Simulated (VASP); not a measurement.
Runs of VASP 6.6.1 on Ge. It takes space group Fd-3m (No. 227, cubic). Conventional cell: a = 5.672 Å, b = 5.672 Å, c = 5.672 Å, α = 90.00°, β = 90.00°, γ = 90.00°. Ge (site symmetry -43m) has 4 Ge at 2.46 Å within 3.2 Å. 

```csv
k mesh,smearing,gap on the mesh (eV),pressure (GPa)
10 × 10 × 10,fermi-dirac 1 eV,(a),4.6
3 × 3 × 3,fermi-dirac 0.05 eV,0.35,1.1
10 × 10 × 10,fermi-dirac 0.05 eV,0.33,0.1
10 × 10 × 10,methfessel-paxton 0.1 eV,0.33,0.1
10 × 10 × 10,methfessel-paxton 1 eV,0.33,0.1
```

Alike in all rows: task single point; level r2SCAN; potentials or basis VASP PAW PBE potentials, release 64 (Ge_d); no spin polarisation; cell as given; cutoff (eV) 520.

Problem. Estimate the missing entries.

Solution. (a) 0.32.

Caveats: some runs use coarse meshes; the PAW data sets were made with another functional, which shifts forces and pressure a little; the cell stands under pressure (at least some runs); an odd mesh through Γ misses points on the zone boundary, where band edges can lie (at least some runs).

A k mesh can miss the band edges, and the runs leave out spin-orbit coupling on Ge.
